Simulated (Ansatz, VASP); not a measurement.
# One calculation of TaSi2, two programs

```
Ta Si
1.0
     0.00000    3.03121    3.03121
     3.03121    0.00000    3.03121
     3.03121    3.03121    0.00000
Ta Si
1 2
Direct
  0.00000 0.00000 0.00000
  0.25000 0.25000 0.25000
  0.75000 0.75000 0.75000
```

Change from the starting cell: species swapped into the Rb2Te type (Fm-3m, No. 225).

Alike in both runs: functional PBE; k mesh 6 × 6 × 6; occupations gaussian, width 0.1 eV; no spin polarisation.

Ansatz relaxed the structure, and its values are those at the end. VASP's run is a single point on that final structure, the one shown.

```csv
,VASP,Ansatz
version,VASP 6.6.1,Ansatz 0.2.0
potentials or method,"VASP PAW PBE potentials, release 64 (Ta_pv, Si), cutoff 500 eV","scalar-relativistic, plane waves, PAW"
valence electrons in the cell,19,21
```

```csv
,VASP,Ansatz,Ansatz less VASP
gap on the k mesh at the Fermi level (eV),none,none,-
pressure (GPa),0.0,0.0,-0.03
```

A gap of «none» marks a metal or a gap that the smearing closes. The functional is the same, so the differences come from potentials, cutoffs and numerics. VASP's potentials hold 19 valence electrons a cell and Ansatz's 21, so a difference there can come from the potentials and not from the codes.

Spin-orbit coupling is off throughout.
